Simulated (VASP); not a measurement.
A run of VASP 6.6.1 is set up as follows.

Contents of INCAR:

```
SYSTEM = Os2N
  PREC = Accurate
  ENCUT = 520
  EDIFF = 1E-6
  ISMEAR = 0
  SIGMA = 0.1
  LREAL = .FALSE.
  LASPH = .TRUE.
  NELM = 80
  ALGO = Normal
  ISIF = 2
  LWAVE = .FALSE.
  LCHARG = .TRUE.
  GGA = PE
  LELF = .TRUE.
  LVHAR = .TRUE.
  NBANDS = 30
```

File KPOINTS:

```
regular mesh
0
G
  10 10 10
  0 0 0
```

Contents of POSCAR:

```
Os2N
1.0
    0.0000000000      3.5686348077      3.5686348077
    3.5686348077      0.0000000000      3.5686348077
    3.5686348077      3.5686348077      0.0000000000
Os N
4 2
Direct
    0.1250000000      0.1250000000      0.1250000000
    0.6250000000      0.1250000000      0.1250000000
    0.1250000000      0.1250000000      0.6250000000
    0.1250000000      0.6250000000      0.1250000000
    0.5000000000      0.5000000000      0.5000000000
    0.7500000000      0.7500000000      0.7500000000
```

Potentials or basis: VASP PAW PBE potentials, release 64 (Os, N).

Launch:

```sh
$ cat potpaw_PBE.64/Os/POTCAR potpaw_PBE.64/N/POTCAR > POTCAR
$ mpirun -np 1 vasp_std > vasp.out
```

Problem. Estimate the band gap on the k mesh.

Solution. Zero (bands 21 and 22 overlap by 0.67 eV).

Problem. Estimate the pressure.

Solution. 0.0 GPa.

Caveat: spin-orbit coupling is left out, which moves the levels of the heavy elements.
